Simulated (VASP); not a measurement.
Wanted: the native input for a VASP 6.6.1 run.

- Task: single point
- Functional: LDA
- Potentials or basis: VASP PAW LDA potentials, release 64 (Cu)
- Cutoff: 520 eV
- k mesh: 6 × 6 × 1
- Occupations: gaussian, width 0.1 eV
- Spin: no spin polarisation
- Dipole correction: yes
- Further INCAR settings: ALGO = Normal; EDIFF = 1e-07; NBANDS = 84

The structure of Cu lies in POSCAR:

```
Cu
1.0
    4.9751540563      0.0000000000      0.0000000000
    0.0000000000      4.9751540563      0.0000000000
    0.0000000000      0.0000000000     18.9178854445
Cu
13
Direct
    0.2500000000      0.2500000000      0.2114401217
    0.2500000000      0.7500000000      0.2114401217
    0.7500000000      0.2500000000      0.2114401217
    0.7500000000      0.7500000000      0.2114401217
    0.0000000000      0.0000000000      0.3017752139
    0.0000000000      0.5000000000      0.3017752139
    0.5000000000      0.0000000000      0.3017752139
    0.5000000000      0.5000000000      0.3017752139
    0.2500000000      0.2500000000      0.3921096502
    0.2500000000      0.7500000000      0.3921096502
    0.7500000000      0.2500000000      0.3921096502
    0.7500000000      0.7500000000      0.3921096502
    0.2500000000      0.2500000000      0.5061003107
```

The input as run:

INCAR

```
PREC = Accurate
ENCUT = 520
EDIFF = 1E-7
ISMEAR = 0
SIGMA = 0.1
LREAL = F
LASPH = T
NELM = 60
ALGO = Normal
ISIF = 2
LWAVE = F
LCHARG = T
LDIPOL = T
IDIPOL = 3
DIPOL = 0.5 0.5 0.317
LELF = T
LVHAR = T
LVACPOTAV = T
NBANDS = 84
```

KPOINTS

```
Automatic mesh
0
Gamma
  6 6 1
```

Potentials or basis: VASP PAW LDA potentials, release 64 (Cu).

Run with:

```console
$ cat potpaw_LDA.64/Cu/POTCAR > POTCAR
$ mpirun -np 1 vasp_std > vasp.out
```

It gave:

```yaml
Largest_force: 0.733 eV/Å
Band_gap_on_the_k_mesh: zero (an odd number of electrons rules out a gap without spin polarisation)
```

It took 8.6 min on 1 thread of Intel(R) Xeon(R) 6975P-C (Granite Rapids) (shared host), peak memory 0.54 GiB.
